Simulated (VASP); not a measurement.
**In: single point with PBEsol**

In:

```xyz
2
Lattice="-3.8479 3.8219 1.5772 3.8219 -3.8479 1.5772 2.1304 2.1304 -1.6248" Properties=species:S:1:pos:R:3 pbc="T T T"
In   -1.7123    5.9470   -0.0476
In   -0.8705    2.9748    0.7648
```

```yaml
Program: VASP 6.6.1
Task: single point
Functional: PBEsol
Potentials_or_basis: VASP PAW PBE potentials, release 64 (In_d)
Cutoff: 520 eV
k_mesh: 13 × 13 × 12
Occupations: fermi-dirac, width 0.1 eV
Spin: no spin polarisation
```

| Property | Result |
| --- | --- |
| Pressure | 0.0 GPa |
| Largest force | 0.014 eV/Å |
| Band gap on the k mesh | zero (bands 13 and 14 overlap by 7.03 eV) |

Forces in eV/Å, atoms in the order of the input:
```
In  -0.010  0.010  0.000
In   0.010 -0.010  0.000
```

Stress tensor (GPa, compression positive):
```
-0.09 -0.40  0.10
-0.40 -0.09  0.10
 0.10  0.10  0.19
```

Levels at points of the mesh, in eV from the Fermi level:
```tsv
k point	band 10	band 11	band 12	band 13	band 14	band 15	band 16	band 17
(0.00, 0.00, 0.00)	-14.18	-9.69	-4.39	-3.48	6.97	10.55	10.55	10.63
(0.00, 0.00, 0.50)	-14.20	-5.05	-5.05	0.02	0.02	1.44	1.44	6.87
```

Run time: 5.8 min on 1 thread of AMD EPYC 9R45 96-Core Processor (Zen 5), on a shared host, peak memory 0.53 GiB.

Caveat: the PAW data sets were made with another functional, which shifts forces and pressure a little; spin-orbit coupling is left out, which moves the levels of the heavy elements.
